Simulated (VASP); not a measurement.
# CaTl3Ir (Cmcm) in VASP: further runs

Aim: see how the results for CaTl3Ir move with the level of theory and the settings. Levels: LDA, PBEsol+D4. Tasks: single point.

Everything below comes from runs of VASP 6.6.1. Logs are shortened: lines on timing, memory, paths and dates and some standing lists are left out, and cuts for length are marked.

### 1 The cell of the first run

Symmetry: Cmcm, No. 63, orthorhombic system. Conventional cell: a = 3.983 Å, b = 12.484 Å, c = 9.240 Å, α = 90.00°, β = 90.00°, γ = 90.00°. Within 4.4 Å of Ca (site symmetry m2m) lie 9 Tl at 2.92 to 4.10 Å and 6 Ir at 3.89 to 4.36 Å and 2 Ca at 3.98 Å. Ir (site symmetry 2/m) has 6 Tl at 2.51 to 2.65 Å within 3.3 Å. Within 3.3 Å of Tl (site symmetry m2m) lie 2 Ir at 2.51 Å and 2 Ca at 2.92 Å. Within 3.8 Å of Tl (site symmetry m) lie 2 Ir at 2.65 Å and 3 Ca at 3.06 to 3.16 Å and 8 Tl at 3.50 to 3.77 Å.

### 2 Single point, LDA

INCAR

```
PREC = Accurate ; ENCUT = 520
EDIFF = 1E-6 ; ISMEAR = 1
SIGMA = 0.0185 ; LREAL = F
LASPH = T ; NELM = 80
ALGO = Normal ; ISIF = 2
LWAVE = F ; LCHARG = F
GGA = CA ; NBANDS = 69
```

KPOINTS

```
Automatic mesh
0
Gamma
  5 5 2
```

POSCAR

```
CaTl3Ir
1.0
    3.9825040000      0.0000000000      0.0000000000
    1.9912520000     -6.2419590000      0.0000000000
    0.0000000000      0.0000000000     -9.2397830000
Ca Ir Tl
2 2 6
Direct
    0.7492000000      0.5016000000      0.7500000000
    0.2508000000      0.4984000000      0.2500000000
    0.0000000000      0.0000000000      0.0000000000
    0.0000000000      0.0000000000      0.5000000000
    0.0779000000      0.8442000000      0.7500000000
    0.9221000000      0.1558000000      0.2500000000
    0.3658000000      0.2684000000      0.5548000000
    0.6342000000      0.7316000000      0.0548000000
    0.6342000000      0.7316000000      0.4452000000
    0.3658000000      0.2684000000      0.9452000000
```

Potentials or basis: VASP PAW LDA potentials, release 64 (Ca_sv, Ir, Tl_d).

Command:

```console
> cat potpaw_LDA.64/Ca_sv/POTCAR potpaw_LDA.64/Ir/POTCAR potpaw_LDA.64/Tl_d/POTCAR > POTCAR
> mpirun -np 1 vasp_std > vasp.out
```

OUTCAR:

```text
PREC = Accurate
   ENCUT = 520
   EDIFF = 1E-6
   ISMEAR = 1
   LREAL = F
   LASPH = T
   NELM = 80
   ISIF = 2
   GGA = CA

 ion  position               nearest neighbor table
   1  0.749  0.502  0.750-   5 2.92   5 2.92   7 3.06  10 3.06  10 3.06   7 3.06   8 3.16   9 3.16

   2  0.251  0.498  0.250-   6 2.92   6 2.92   8 3.06   9 3.06   8 3.06   9 3.06   7 3.16  10 3.16

   3  0.000  0.000  0.000-   5 2.51   6 2.51   8 2.65   8 2.65  10 2.65  10 2.65
   4  0.000  0.000  0.500-   5 2.51   6 2.51   9 2.65   7 2.65   9 2.65   7 2.65
   5  0.078  0.844  0.750-   3 2.51   4 2.51   1 2.92   1 2.92   9 3.52   8 3.52   8 3.52   9 3.52
                             7 3.77  10 3.77   7 3.77  10 3.77   7 4.02  10 4.02
   6  0.922  0.156  0.250-   3 2.51   4 2.51   2 2.92   2 2.92  10 3.52   7 3.52   7 3.52  10 3.52
                             8 3.77   9 3.77   8 3.77   9 3.77   8 4.02   9 4.02
   7  0.366  0.268  0.555-   4 2.65   4 2.65   1 3.06   1 3.06   2 3.16   9 3.50   6 3.52   6 3.52
                            10 3.61   9 3.65   9 3.65   5 3.77   5 3.77   5 4.02
   8  0.634  0.732  0.055-   3 2.65   3 2.65   2 3.06   2 3.06   1 3.16  10 3.50   5 3.52   5 3.52
                             9 3.61  10 3.65  10 3.65   6 3.77   6 3.77   6 4.02
   9  0.634  0.732  0.445-   4 2.65   4 2.65   2 3.06   2 3.06   1 3.16   7 3.50   5 3.52   5 3.52
                             8 3.61   7 3.65   7 3.65   6 3.77   6 3.77   6 4.02
  10  0.366  0.268  0.945-   3 2.65   3 2.65   1 3.06   1 3.06   2 3.16   8 3.50   6 3.52   6 3.52
                             7 3.61   8 3.65   8 3.65   5 3.77   5 3.77   5 4.02

  LATTYP: Found a base centered orthorhombic cell.
 ALAT       =     3.9825040000
 B/A-ratio  =     3.1346906368
 C/A-ratio  =     2.3200938405

  Lattice vectors:

 A1 = (   1.9912520000,   6.2419590000,   0.0000000000)
 A2 = (   1.9912520000,  -6.2419590000,   0.0000000000)
 A3 = (   0.0000000000,   0.0000000000,  -9.2397830000)

Analysis of symmetry for initial positions (statically):
=====================================================================
 Subroutine PRICEL returns:
 Original cell was already a primitive cell.

 Routine SETGRP: Setting up the symmetry group for a
 base centered orthorhombic supercell.

 Subroutine GETGRP returns: Found  8 space group operations
 (whereof  4 operations were pure point group operations)
 out of a pool of  8 trial point group operations.

The static configuration has the point symmetry C_2h.
 The point group associated with its full space group is D_2h.

Analysis of symmetry for dynamics (positions and initial velocities):
=====================================================================
 Subroutine PRICEL returns:
 Original cell was already a primitive cell.

 Routine SETGRP: Setting up the symmetry group for a
 base centered orthorhombic supercell.
[... 130 lines left out ...]
   ISMEAR =     1;   SIGMA  =   0.02  broadening in eV -4-tet -1-fermi 0-gaus
   EFERMI_NEDOS =   21; number of points for ismear=-14 and -15
   IALGO  =     38    algorithm
   IMIX   =      4    mixing-type and parameters
     AMIX     =   0.40;   BMIX     =  1.00
     AMIX_MAG =   1.60;   BMIX_MAG =  1.00
  volume/ion in A,a.u.               =      22.97       155.00
  Fermi-wavevector in a.u.,A,eV,Ry     =   1.303711  2.463656 23.125296  1.699661
  Thomas-Fermi vector in A             =   2.434695
   LORBIT       =      0    0 simple, 1 ext, 2 COOP (PROOUT), +10 PAW based schemes
   GGA     = CA    functional components
   LHFCALC =     F    Hartree Fock is set to
   AEXX    =    0.0000 exact exchange contribution
   IVDW    =     0    specifies the selected vdW correction
   LEPSILON=     F    determine dielectric tensor
   LRPA    =     F    only Hartree local field effects (RPA)
 non-spin polarized calculation
 Methfessel and Paxton  Order N= 1 SIGMA  =   0.02
  energy-cutoff  :      520.00
  volume of cell :      229.69
 maximum number of plane-waves:      6216
 NGX is ok and might be reduce to    30
   NGX = 15   NGY = 25   NGZ = 35

 number of electron     115.9999999 magnetization

 Free energy of the ion-electron system (eV)
  ---------------------------------------------------
  ext. energy  EPLUGINS =         0.00000000
  ---------------------------------------------------
  free energy    TOTEN  =       -40.86878894 eV

  energy without entropy =      -40.86828967  energy(sigma->0) =      -40.86862252

 E-fermi :   6.9965     XC(G=0): -11.1551

 val. band max:        6.9881687806   @ k =   0.2000  -0.0000   0.5000
 cond. band min:       7.0648240797   @ k =   0.2000  -0.0000   0.0000
 fundamental gap:      0.0766552992
 Fermi energy:         6.9965170943

 k-point     1 :       0.0000    0.0000    0.0000
  band No.  band energies     occupation
      1     -33.6948      2.00000
      2     -33.6944      2.00000
      3     -15.1448      2.00000
      4     -15.1406      2.00000
      5     -15.0869      2.00000
      6     -15.0734      2.00000
[... 1285 lines left out ...]
     68      10.1357      0.00000
     69      10.5967      0.00000

------------------------ aborting loop because EDIFF is reached ----------------------------------------

  FORCE on cell =-STRESS in cart. coord.  units (eV):
  Direction    XX          YY          ZZ          XY          YZ          ZX
  --------------------------------------------------------------------------------------
  -------------------------------------------------------------------------------------
  Total       13.0934374      8.8152425     19.2583999      0.0000000      0.0000000      0.0000000
  in kB       91.3325019     61.4902055    134.3358350      0.0000000      0.0000000      0.0000000
  external PRESSURE =      95.7195141 kB  Pullay stress =       0.0000000 kB

 VOLUME and BASIS-vectors are now :
 -----------------------------------------------------------------------------
  energy-cutoff  :      520.00
  volume of cell :      229.69
      direct lattice vectors                 reciprocal lattice vectors
     3.982504000  0.000000000  0.000000000     0.251098304  0.080103057  0.000000000
     1.991252000 -6.241959000  0.000000000     0.000000000 -0.160206115  0.000000000
     0.000000000  0.000000000 -9.239783000     0.000000000  0.000000000 -0.108227650

 POSITION                                       TOTAL-FORCE (eV/Angst)
 -----------------------------------------------------------------------------------
      3.98250     -3.13097     -6.92984         0.000000      0.985741      0.000000
      1.99125     -3.11099     -2.30995         0.000000     -0.985741      0.000000
      0.00000      0.00000      0.00000         0.000000      0.000000      0.000000
      0.00000      0.00000     -4.61989         0.000000      0.000000      0.000000
      1.99125     -5.26946     -6.92984         0.000000     -0.460178      0.000000
      3.98250     -0.97250     -2.30995        -0.000000      0.460178      0.000000
      1.99125     -1.67534     -5.12623         0.000000     -0.237038     -0.425078
      3.98250     -4.56662     -0.50634         0.000000      0.237038     -0.425078
      3.98250     -4.56662     -4.11355         0.000000      0.237038      0.425078
      1.99125     -1.67534     -8.73344         0.000000     -0.237038      0.425078
 -----------------------------------------------------------------------------------
    total drift:                                0.000000     -0.000000     -0.000000

  FREE ENERGIE OF THE ION-ELECTRON SYSTEM (eV)
  ---------------------------------------------------
  free  energy   TOTEN  =       -40.8687889403 eV

  energy  without entropy=      -40.8682896688  energy(sigma->0) =      -40.86862252
```

OSZICAR:

```text
N       E                     dE             d eps       ncg     rms          rms(c)
DAV:   1     0.990798231432E+03    0.99080E+03   -0.59203E+04  2492   0.165E+03
DAV:   2     0.202220590176E+02   -0.97058E+03   -0.93272E+03  2484   0.441E+02
DAV:   3    -0.383141862885E+02   -0.58536E+02   -0.56224E+02  3208   0.102E+02
DAV:   4    -0.422285422172E+02   -0.39144E+01   -0.38586E+01  4280   0.201E+01
DAV:   5    -0.424031005869E+02   -0.17456E+00   -0.17410E+00  3449   0.298E+00    0.205E+01
DAV:   6    -0.411731304099E+02    0.12300E+01   -0.22511E+00  2912   0.697E+00    0.132E+01
DAV:   7    -0.408924952986E+02    0.28064E+00   -0.12014E+00  2888   0.498E+00    0.194E+00
DAV:   8    -0.408746731383E+02    0.17822E-01   -0.23519E-01  2991   0.262E+00    0.910E-01
DAV:   9    -0.408698988207E+02    0.47743E-02   -0.42872E-02  3624   0.101E+00    0.455E-01
DAV:  10    -0.408688145984E+02    0.10842E-02   -0.39864E-03  3385   0.291E-01    0.105E-01
DAV:  11    -0.408687904819E+02    0.24117E-04   -0.34940E-04  3312   0.725E-02    0.185E-02
DAV:  12    -0.408687898106E+02    0.67125E-06   -0.39603E-05  3561   0.300E-02    0.842E-03
DAV:  13    -0.408687889403E+02    0.87035E-06   -0.60359E-06  2576   0.130E-02
   1 F= -.40868789E+02 E0= -.40868623E+02  d E =-.499272E-03
```

Wall time 4 min (1 thread of Intel Xeon Platinum 8488C (Sapphire Rapids), shared host); peak memory 0.4 GiB.

Results:

| Quantity | Value |
| --- | --- |
| Free energy | -40.8688 eV |
| Pressure | 9.6 GPa |
| Largest force | 0.986 eV/Å |
| Band gap on the k mesh | zero (bands 58 and 59 overlap by 1.21 eV) |

Forces in eV/Å, atoms in the order of the input:
```
Ca   0.000  0.986  0.000
Ca   0.000 -0.986  0.000
Ir   0.000  0.000  0.000
Ir   0.000  0.000  0.000
Tl   0.000 -0.460  0.000
Tl   0.000  0.460  0.000
Tl   0.000 -0.237 -0.425
Tl   0.000  0.237 -0.425
Tl   0.000  0.237  0.425
Tl   0.000 -0.237  0.425
```

Levels at points of the mesh, in eV from the Fermi level:
```
           k point  band 56  band 57  band 58  band 59  band 60  band 61
(0.00, 0.00, 0.00)    -0.87    -0.61    -0.05     0.42     0.81     1.11
(0.00, 0.00, 0.50)    -0.94     0.49     0.49     0.77     0.77     1.56
```

Caveat: the stress differs along the axes, from 6 to 13 GPa; spin-orbit coupling is left out, which moves the levels of the heavy elements.

(Continued in part 2 of 2.)

The gap in the log of VASP goes by the Fermi energy; the results here count the filled bands.